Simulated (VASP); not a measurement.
Here is a VASP 6.6.1 calculation.

The input POSCAR:

```
Ta
1.0
   -1.5790365000      1.5790365000      1.6512800000
    1.5790365000     -1.5790365000      1.6512800000
    1.7235235000      1.7235235000     -1.6512800000
Ta
1
Direct
    0.0000000000      0.0000000000      0.0000000000
```

INCAR.step1

```
SYSTEM = Ta
PREC = Accurate ; ENCUT = 520
ISMEAR = 0 ; SIGMA = 0.15
LREAL = .FALSE. ; LASPH = .TRUE.
NELM = 60 ; NBANDS = 12
GGA = PE ; ALGO = Normal
EDIFF = 1E-4 ; LWAVE = .TRUE.
LCHARG = .FALSE.
```

File INCAR.step2:

```
SYSTEM = Ta
PREC = Accurate ; ENCUT = 520
EDIFF = 1E-6 ; ISMEAR = 0
SIGMA = 0.15 ; LREAL = .FALSE.
LASPH = .TRUE. ; NELM = 60
ALGO = Normal ; ISIF = 2
LWAVE = .FALSE. ; LCHARG = .TRUE.
METAGGA = R2SCAN ; LMIXTAU = .TRUE.
LELF = .TRUE. ; LVHAR = .TRUE.
NBANDS = 12 ; ISTART = 1
```

The input KPOINTS:

```
Automatic mesh
0
G
  20 20 20
  0 0 0
```

Potentials or basis: VASP PAW PBE potentials, release 64 (Ta_pv).

Run with:

```sh
$ cat potpaw_PBE.64/Ta_pv/POTCAR > POTCAR
$ cp INCAR.step1 INCAR
$ mpirun -np 1 vasp_std > vasp.out
$ cp INCAR.step2 INCAR
$ mpirun -np 1 vasp_std > vasp.out
```

(1) Estimate the band gap on the k mesh.

(2) Predict the pressure.

Answers

(1) zero (an odd number of electrons rules out a gap without spin polarisation).

(2) 2.0 GPa.

Caveat: the cell differs from its parent crystal (strain +0.0875 x Voigt [0, 0, 0, 0, 0, 1]); the PAW data sets were made with another functional, which shifts forces and pressure a little; spin-orbit coupling is left out, which moves the levels of the heavy elements.
